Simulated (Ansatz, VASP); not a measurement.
# Ni in VASP and in Ansatz

```xyz
1
Lattice="-1.4009 1.4009 1.4009 1.4009 -1.4009 1.4009 1.4009 1.4009 -1.4009" Properties=species:S:1:pos:R:3 pbc="T T T"
Ni    0.0000    0.0000    0.0000
```

Alike in both runs: functional PBE; k mesh 18 × 18 × 18; occupations fermi-dirac, width 0.08 eV; collinear spin.

Ansatz relaxed the structure, and its values are those at the end. VASP's run is a single point on that final structure, the one shown.

```csv
,VASP,Ansatz
version,VASP 6.6.1,Ansatz 0.2.0
potentials or method,"VASP PAW PBE potentials, release 64 (Ni)","PAW with Ansatz's default frozen-core files, scalar-relativistic"
plane-wave cutoff (eV),520,420
valence electrons in the cell,10,18
```

Ansatz gave:

* pressure (GPa): 0.0
* net moment per atom (μB): 0.56
* size of the moment on the site where the two differ most (μB): 0.59

Which values does VASP return?

Pressure (GPa): -0.1; net moment per atom (μB): 0.55; size of the moment on the site where the two differ most (μB): 0.56.

Site moments also hang on the region over which each program counts them. VASP's potentials hold 10 valence electrons a cell and Ansatz's 18, so a difference there can come from the potentials and not from the codes.
